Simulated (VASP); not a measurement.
A run of VASP 6.6.1 is set up as follows.

INCAR

```
  ALGO = Normal
  EDIFF = 1E-6
  ENCUT = 520
  GGA = PE
  ISIF = 2
  ISMEAR = 0
  LASPH = T
  LCHARG = F
  LREAL = F
  LWAVE = F
  NBANDS = 25
  NELM = 60
  PREC = Accurate
  SIGMA = 0.05
```

The input KPOINTS:

```
k-points
0
Gamma
  6 6 6
```

POSCAR

```
Ba3Si
1.0
    5.3105991434      0.0000000000      0.0000000000
    0.0000000000      5.3105991434      0.0000000000
    0.0000000000      0.0000000000      5.3105991434
Ba Si
3 1
Direct
    0.0000000000      0.5000000000      0.5000000000
    0.5000000000      0.5000000000      0.0000000000
    0.5000000000      0.0000000000      0.5000000000
    0.0000000000      0.0000000000      0.0000000000
```

Potentials or basis: VASP PAW PBE potentials, release 64 (Ba_sv, Si).

Launch:

```sh
$ cat potpaw_PBE.64/Ba_sv/POTCAR potpaw_PBE.64/Si/POTCAR > POTCAR
$ mpirun -np 1 vasp_std > vasp.out
```

Problem. Predict the pressure.

Solution. 1.3 GPa.

Problem. What does it give for the band gap on the k mesh?

Solution. Zero (band 17 reaches 4.11 eV, above the bottom of band 18 at 3.17 eV).

Caveat: spin-orbit coupling is left out, which moves the levels of the heavy elements.
